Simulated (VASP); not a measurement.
# Pt in VASP: a series of runs

The runs below take Pt through single point, with RPBE.

Everything below comes from runs of VASP 6.6.1. Logs are shortened: lines on timing, memory, paths and dates and some standing lists are left out, and cuts for length are marked.

## 1. The cell of the first run

The typed cell holds 2 atoms: a = 3.625 Å, b = 3.625 Å, c = 3.804 Å, α = 90.00°, β = 90.00°, γ = 134.91°.

## 2. Single point, RPBE (17.70 Å³/atom)

Input file INCAR:

```
ALGO = Normal
EDIFF = 1E-6
ENCUT = 520
GGA = RP
ISIF = 2
ISMEAR = -1
LASPH = True
LCHARG = False
LREAL = False
LWAVE = False
NBANDS = 17
NELM = 100
PREC = Accurate
SIGMA = 0.1
```

Input file KPOINTS:

```
k-points
0
Gamma
  14 14 10
```

Input file POSCAR:

```
Pt
1.0
   -2.1858434496      2.5484193879      1.3659886875
    2.5484193879     -2.1858434496      1.3659886875
    2.6439757731      2.6439757731     -0.7019301925
Pt
2
Direct
    0.0159211942      0.9840788058      0.0000000000
    0.7340788058      0.2659211942      0.5000000000
```

Potentials or basis: VASP PAW PBE potentials, release 64 (Pt).

Run with:

```sh
$ cat potpaw_PBE.64/Pt/POTCAR > POTCAR
$ mpirun -np 1 vasp_std > vasp.out
```

OUTCAR:

```text
EDIFF = 1E-6
   ENCUT = 520
   GGA = RP
   ISIF = 2
   ISMEAR = -1
   LASPH = True
   LREAL = False
   NELM = 100
   PREC = Accurate

 ion  position               nearest neighbor table
   1  0.016  0.984  0.000-   2 2.68   2 2.68   2 2.77   2 2.77   2 2.77   2 2.77
   2  0.734  0.266  0.500-   1 2.68   1 2.68   1 2.77   1 2.77   1 2.77   1 2.77

  LATTYP: Found a base centered monoclinic cell.
 ALAT       =     2.7796803772
 B/A-ratio  =     2.4086433705
 C/A-ratio  =     1.3686684282
 COS(beta)  =    -0.0000353101

  Lattice vectors:

 A1 = (  -2.1858434496,   2.5484193879,   1.3659886875)
 A2 = (   2.5484193879,  -2.1858434496,   1.3659886875)
 A3 = (   2.6439757731,   2.6439757731,  -0.7019301925)

Analysis of symmetry for initial positions (statically):
=====================================================================
 Subroutine PRICEL returns:
 Original cell was already a primitive cell.

 Routine SETGRP: Setting up the symmetry group for a
 base centered monoclinic supercell.

 Subroutine GETGRP returns: Found  4 space group operations
 (whereof  2 operations were pure point group operations)
 out of a pool of  4 trial point group operations.

The static configuration has the point symmetry C_2 .
 The point group associated with its full space group is C_2h.

Analysis of symmetry for dynamics (positions and initial velocities):
=====================================================================
 Subroutine PRICEL returns:
 Original cell was already a primitive cell.

 Routine SETGRP: Setting up the symmetry group for a
 base centered monoclinic supercell.

 Subroutine GETGRP returns: Found  4 space group operations
 (whereof  2 operations were pure point group operations)
 out of a pool of  4 trial point group operations.

The dynamic configuration has the point symmetry C_2 .
 The point group associated with its full space group is C_2h.

 Subroutine INISYM returns: Found  4 space group operations
 (whereof  2 operations are pure point group operations),
 and found     1 'primitive' translations

----------------------------------------------------------------------------------------

                                     Primitive cell

[... 82 lines left out ...]
   ISTART =      0    job   : 0-new  1-cont  2-samecut
   ICHARG =      2    charge: 1-file 2-atom 10-const
   ISPIN  =      1    spin polarized calculation?
   LNONCOLLINEAR =      F non collinear calculations
   LSORBIT =      F    spin-orbit coupling
   LASPH  =      T    aspherical Exc in radial PAW
   ENCUT  =  520.0 eV  38.22 Ry    6.18 a.u.   6.74  6.74  7.07*2*pi/ulx,y,z
   NELM   =    100;   NELMIN=  2; NELMDL= -5     # of ELM steps
   EDIFF  = 0.1E-05   stopping-criterion for ELM
   LREAL  =      F    real-space projection
   EDIFFG = 0.1E-04   stopping-criterion for IOM
   NSW    =      0    number of steps for IOM
   IBRION =     -1    ionic relax: 0-MD 1-quasi-New 2-CG
   NFREE  =      0    steps in history (QN), initial steepest desc. (CG)
   ISIF   =      2    stress and relaxation
   ISYM   =      2    0-nonsym 1-usesym 2-fastsym
   POTIM  = 0.5000    time-step for ionic-motion
   TEBEG  =    0.0;   TEEND  =   0.0 temperature during run
   PSTRESS=    0.0 pullay stress
   NELECT =      20.0000    total number of electrons
   NUPDOWN=      -1.0000    fix difference up-down
   EMIN   =  10.00;   EMAX   =-10.00  energy-range for DOS
   EFERMI =   0.00;   METHOD = LEGACY
   ISMEAR =    -1;   SIGMA  =   0.10  broadening in eV -4-tet -1-fermi 0-gaus
   EFERMI_NEDOS =   21; number of points for ismear=-14 and -15
   IALGO  =     38    algorithm
   IMIX   =      4    mixing-type and parameters
     AMIX     =   0.40;   BMIX     =  1.00
     AMIX_MAG =   1.60;   BMIX_MAG =  1.00
  volume/ion in A,a.u.               =      17.70       119.45
  Fermi-wavevector in a.u.,A,eV,Ry     =   1.353349  2.557458 24.919788  1.831553
  Thomas-Fermi vector in A             =   2.480612
   LORBIT       =      0    0 simple, 1 ext, 2 COOP (PROOUT), +10 PAW based schemes
   GGA     = RP    functional components
   LHFCALC =     F    Hartree Fock is set to
   AEXX    =    0.0000 exact exchange contribution
   IVDW    =     0    specifies the selected vdW correction
   LEPSILON=     F    determine dielectric tensor
   LRPA    =     F    only Hartree local field effects (RPA)
 non-spin polarized calculation
  energy-cutoff  :      520.00
  volume of cell :       35.40
 maximum number of plane-waves:       966
   NGX = 13   NGY = 13   NGZ = 15

 number of electron      19.9999997 magnetization

 Free energy of the ion-electron system (eV)
  ---------------------------------------------------
  ext. energy  EPLUGINS =         0.00000000
  ---------------------------------------------------
  free energy    TOTEN  =       -10.64530440 eV

  energy without entropy =      -10.56664819  energy(sigma->0) =      -10.60597630

 E-fermi :   8.7014     XC(G=0): -12.3983

 val. band max:        8.6999823357   @ k =  -0.2143   0.0714   0.2000
 cond. band min:       8.7023599287   @ k =   0.5000   0.4286   0.0000
 fundamental gap:      0.0023775930
 Fermi energy:         8.7014475642

 k-point     1 :       0.0000    0.0000    0.0000
  band No.  band energies     occupation
      1       0.0297      2.00000
      2       2.9784      2.00000
      3       3.7884      2.00000
      4       3.8925      2.00000
      5       4.7886      2.00000
      6       6.7644      2.00000
[... 457 lines left out ...]
      4       4.7605      2.00000
      5       4.8900      2.00000
      6       5.9605      2.00000
[... 9 lines left out ...]
     16      22.0174      0.00000
     17      24.9842      0.00000

 [... further k-points ...]

------------------------ aborting loop because EDIFF is reached ----------------------------------------

  FORCE on cell =-STRESS in cart. coord.  units (eV):
  Direction    XX          YY          ZZ          XY          YZ          ZX
  --------------------------------------------------------------------------------------
  -------------------------------------------------------------------------------------
  Total       -1.6684615     -1.6684615     -1.7215573     -0.1455720      0.0129791      0.0129792
  in kB      -75.5094706    -75.5094706    -77.9124254     -6.5881444      0.5873962      0.5873979
  external PRESSURE =     -76.3104555 kB  Pullay stress =       0.0000000 kB

 VOLUME and BASIS-vectors are now :
 -----------------------------------------------------------------------------
  energy-cutoff  :      520.00
  volume of cell :       35.40
      direct lattice vectors                 reciprocal lattice vectors
    -2.185843450  2.548419388  1.365988688    -0.058678697  0.152547429  0.353577400
     2.548419388 -2.185843450  1.365988688     0.152547429 -0.058678697  0.353577400
     2.643975773  2.643975773 -0.701930192     0.182672902  0.182672902 -0.048487077

 POSITION                                       TOTAL-FORCE (eV/Angst)
 -----------------------------------------------------------------------------------
      2.47304     -2.11047      1.36599        -0.013434      0.013434     -0.000000
      0.39509      2.61147      1.01502         0.013434     -0.013434      0.000000
 -----------------------------------------------------------------------------------
    total drift:                               -0.000000      0.000000      0.000000

  FREE ENERGIE OF THE ION-ELECTRON SYSTEM (eV)
  ---------------------------------------------------
  free  energy   TOTEN  =       -10.6453043986 eV

  energy  without entropy=      -10.5666481941  energy(sigma->0) =      -10.60597630
```

Wall time 2.3 min (1 thread of AMD EPYC 9R45 (Zen 5), shared host); peak memory 0.34 GiB.

What came out:

```
Free energy            : -10.6453 eV
Pressure               : -7.6 GPa
Largest force          : 0.019 eV/Å
Band gap on the k mesh : zero (bands 10 and 11 overlap by 1.19 eV)
```

Forces on the atoms (eV/Å):
```
Pt  -0.013  0.013  0.000
Pt   0.013 -0.013  0.000
```

Levels at points of the mesh, in eV from the Fermi level:
```tsv
k point	band 6	band 7	band 8	band 9	band 10	band 11	band 12	band 13	band 14	band 15
(0.00, 0.00, 0.00)	-1.94	-1.62	-1.49	-0.77	-0.40	0.69	3.64	7.11	9.17	15.11
(0.50, 0.00, 0.00)	-1.75	-1.74	-1.58	-0.93	0.35	1.80	3.15	6.12	10.79	11.34
(0.50, 0.50, 0.00)	-2.85	-2.66	-1.91	-1.20	-0.43	-0.18	0.12	10.58	10.76	11.51
(0.00, 0.00, 0.50)	-2.87	-2.24	-2.24	-1.81	-1.81	0.20	0.20	11.77	11.77	14.91
(0.50, 0.00, 0.50)	-2.38	-1.69	-1.69	-0.22	-0.22	2.71	2.71	6.53	6.53	10.59
(0.50, 0.50, 0.50)	-1.85	-1.56	-1.56	-0.82	-0.82	-0.38	-0.38	4.23	4.23	17.11
```

Caveat: the cell stands under tension; the PAW data sets were made with another functional, which shifts forces and pressure a little; spin-orbit coupling is left out, which moves the levels of the heavy elements.

## 3. Single point, RPBE (18.38 Å³/atom)

This run uses another cell than the first one, of 18.38 Å³/atom.

Input file INCAR:

```
PREC = Accurate ; ENCUT = 520
EDIFF = 1E-6 ; ISMEAR = -1
SIGMA = 0.1 ; LREAL = False
LASPH = True ; NELM = 80
ALGO = Normal ; ISIF = 2
LWAVE = False ; LCHARG = True
GGA = RP ; LELF = True
LVHAR = True ; NBANDS = 17
```

Input file KPOINTS:

```
Automatic mesh
0
Gamma
  14 14 10
```

Input file POSCAR:

```
Pt
1.0
   -2.2135152916      2.5806812860      1.3832815193
    2.5806812860     -2.2135152916      1.3832815193
    2.6774473742      2.6774473742     -0.7108163282
Pt
2
Direct
    0.0159211942      0.9840788058      0.0000000000
    0.7340788058      0.2659211942      0.5000000000
```

Potentials or basis: VASP PAW PBE potentials, release 64 (Pt).

Run with:

```sh
$ cat potpaw_PBE.64/Pt/POTCAR > POTCAR
$ mpirun -np 1 vasp_std > vasp.out
```

It took 2.6 min on 1 thread of AMD EPYC 9R45 (Zen 5), shared host; peak memory 0.35 GiB.

It converged, with:

- Free energy: -10.5580 eV
- Pressure: -13.0 GPa
- Largest force: 0.034 eV/Å
- Band gap on the k mesh: zero (bands 10 and 11 overlap by 1.11 eV)

Forces in eV/Å, atoms in the order of the input:
```
Pt  -0.024  0.024  0.000
Pt   0.024 -0.024  0.000
```

Stress tensor (GPa, compression positive):
```
-12.86  -1.11   0.10
 -1.11 -12.86   0.10
  0.10   0.10 -13.24
```

Levels at points of the mesh, in eV from the Fermi level:
```
           k point  band 8  band 9  band 10  band 11  band 12  band 13
(0.00, 0.00, 0.00)   -1.39   -0.73    -0.37     0.65     3.67     7.04
(0.50, 0.00, 0.00)   -1.49   -0.87     0.33     1.73     3.00     6.05
(0.50, 0.50, 0.00)   -1.80   -1.13    -0.40    -0.17     0.11    10.32
(0.00, 0.00, 0.50)   -2.11   -1.69    -1.69     0.18     0.18    11.57
(0.50, 0.00, 0.50)   -1.58   -0.19    -0.19     2.69     2.69     6.28
(0.50, 0.50, 0.50)   -1.47   -0.77    -0.77    -0.21    -0.21     4.03
```

Caveat: the cell stands under tension; the PAW data sets were made with another functional, which shifts forces and pressure a little; spin-orbit coupling is left out, which moves the levels of the heavy elements.

## 4. Single point, RPBE (19.06 Å³/atom)

This run uses another cell than the first one, of 19.06 Å³/atom.

Input file INCAR:

```
PREC = Accurate ; ENCUT = 520
EDIFF = 1E-6 ; ISMEAR = -1
SIGMA = 0.1 ; LREAL = F
LASPH = T ; NELM = 80
ALGO = Normal ; ISIF = 2
LWAVE = F ; LCHARG = T
GGA = RP ; LELF = T
LVHAR = T ; NBANDS = 17
```

Input file KPOINTS:

```
regular mesh
0
Gamma
  14 14 10
```

Input file POSCAR:

```
Pt
1.0
   -2.2405120412      2.6121561110      1.4001524688
    2.6121561110     -2.2405120412      1.4001524688
    2.7101023897      2.7101023897     -0.7194856744
Pt
2
Direct
    0.0159211942      0.9840788058      0.0000000000
    0.7340788058      0.2659211942      0.5000000000
```

Run with:

```sh
$ cat potpaw_PBE.64/Pt/POTCAR > POTCAR
$ mpirun -np 1 vasp_std > vasp.out
```

Wall time 2.5 min (1 thread of AMD EPYC 9R45 (Zen 5), shared host); peak memory 0.36 GiB.

It converged, with:

```yaml
Free_energy: -10.4310 eV
Pressure: -17.0 GPa
Largest_force: 0.044 eV/Å
Band_gap_on_the_k_mesh: zero (bands 10 and 11 overlap by 1.04 eV)
```

Forces on the atoms (eV/Å):
```
Pt  -0.031  0.031  0.000
Pt   0.031 -0.031  0.000
```

Stress tensor (GPa, compression positive):
```
-16.87  -1.46   0.14
 -1.46 -16.87   0.14
  0.14   0.14 -17.32
```

Levels at points of the mesh, in eV from the Fermi level:
```csv
k point,band 7,band 8,band 9,band 10,band 11,band 12,band 13,band 14
"(0.00, 0.00, 0.00)",-1.43,-1.31,-0.69,-0.35,0.61,3.69,6.98,8.45
"(0.50, 0.00, 0.00)",-1.48,-1.40,-0.81,0.31,1.68,2.86,5.99,10.57
"(0.50, 0.50, 0.00)",-2.37,-1.70,-1.06,-0.37,-0.17,0.09,10.07,10.40
"(0.00, 0.00, 0.50)",-1.98,-1.98,-1.59,-1.59,0.16,0.16,11.37,11.37
"(0.50, 0.00, 0.50)",-1.49,-1.49,-0.16,-0.16,2.67,2.67,6.04,6.04
"(0.50, 0.50, 0.50)",-1.38,-1.38,-0.72,-0.72,-0.06,-0.06,3.85,3.85
```

Caveat: the cell stands under tension; the PAW data sets were made with another functional, which shifts forces and pressure a little; spin-orbit coupling is left out, which moves the levels of the heavy elements.

## 5. Overview

| cell | gap on the mesh (eV) | pressure (GPa) | largest force (eV/Å) |
| --- | --- | --- | --- |
| a = 3.625, b = 3.625, c = 3.804 Å, angles 90.0, 90.0, 134.9°, 2 atoms | none | -7.6 | 0.02 |
| a = 3.671, b = 3.671, c = 3.853 Å, angles 90.0, 90.0, 134.9°, 2 atoms | none | -13.0 | 0.03 |
| a = 3.715, b = 3.715, c = 3.900 Å, angles 90.0, 90.0, 134.9°, 2 atoms | none | -17.0 | 0.04 |

Alike in all rows: task single point; level RPBE; potentials or basis VASP PAW PBE potentials, release 64 (Pt); no spin polarisation; k mesh 14 × 14 × 10; cutoff (eV) 520; smearing fermi-dirac 0.1 eV.

Caveats: the cell stands under tension; the PAW data sets were made with another functional, which shifts forces and pressure a little; spin-orbit coupling is left out, which moves the levels of the heavy elements.

Total energies depend on the potentials used, so only differences within one code and one set of settings carry meaning.
